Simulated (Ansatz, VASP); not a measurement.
# Two plane-wave programs on Sc2InSbAs2

```
Sc In Sb As
1.0
     5.23349    0.00000    0.00000
    -2.61675    4.53234    0.00000
     0.00000    0.00000   10.41317
Sc In Sb As
2 1 1 2
Direct
  0.33333 0.66667 0.00000
  0.66667 0.33333 0.00000
  0.00000 0.00000 0.00000
  0.00000 0.00000 0.50000
  0.00000 0.00000 0.25570
  0.00000 0.00000 0.74430
```

Alike in both runs: functional PBE; k mesh 6 × 6 × 2; occupations gaussian, width 0.1 eV; no spin polarisation.

Ansatz relaxed the structure, and its values are those at the end. VASP's run is a single point on that final structure, the one shown.

|  | VASP | Ansatz |
| --- | --- | --- |
| version | VASP 6.6.1 | Ansatz 0.2.0 |
| potentials or method | VASP PAW PBE potentials, release 64 (Sc_sv, In_d, Sb, As), cutoff 520 eV | scalar-relativistic, plane waves, PAW |
| valence electrons in the cell | 50 | 80 |

Ansatz gave:

| Property | Result |
| --- | --- |
| gap on the k mesh at the Fermi level (eV) | none |
| pressure (GPa) | 0.0 |
| rms of the force components (eV/Å) | 0.001 |

**Question.** Estimate VASP's values.

**Answer.** gap on the k mesh at the Fermi level (eV): none; pressure (GPa): 0.0; rms of the force components (eV/Å): 0.006.

A gap of «none» marks a metal or a gap that the smearing closes. With one functional, cell and mesh, what is left measures potentials, basis and numerics. VASP's potentials hold 50 valence electrons a cell and Ansatz's 80, so a difference there can come from the potentials and not from the codes.

Neither program's run includes spin-orbit coupling.
